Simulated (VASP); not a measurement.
Crystal: CsEu.

```
CELL_PARAMETERS angstrom
4.46442 0.00000 0.00000
-2.23221 3.86630 0.00000
0.00000 0.00000 8.00863
ATOMIC_POSITIONS crystal
Cs 0.00000 0.00000 0.50000
Eu 0.66667 0.33333 0.00000
```

Base run:

```yaml
Program: VASP 6.6.1
Functional: BLYP
Potentials_or_basis: VASP PAW PBE potentials, release 64 (Cs_sv, Eu)
Cutoff: 520 eV
k_mesh: 6 × 6 × 3
Occupations: methfessel-paxton, width 0.3 eV
Spin: collinear spin, ferromagnetic start
Starting_moments: "[0.0, 7.0] μB"
```

Its results: pressure 0.3 GPa; net moment 7.43 μB per cell; site moments Cs +0.01; Eu +6.80 μB.

The run is repeated on the same cell with these changes: functional from BLYP to revPBE. What comes out?

Pressure 0.2 GPa; net moment 7.60 μB per cell; site moments Cs +0.02; Eu +6.78 μB.

Caveats: the PAW data sets were made with another functional, which shifts forces and pressure a little.
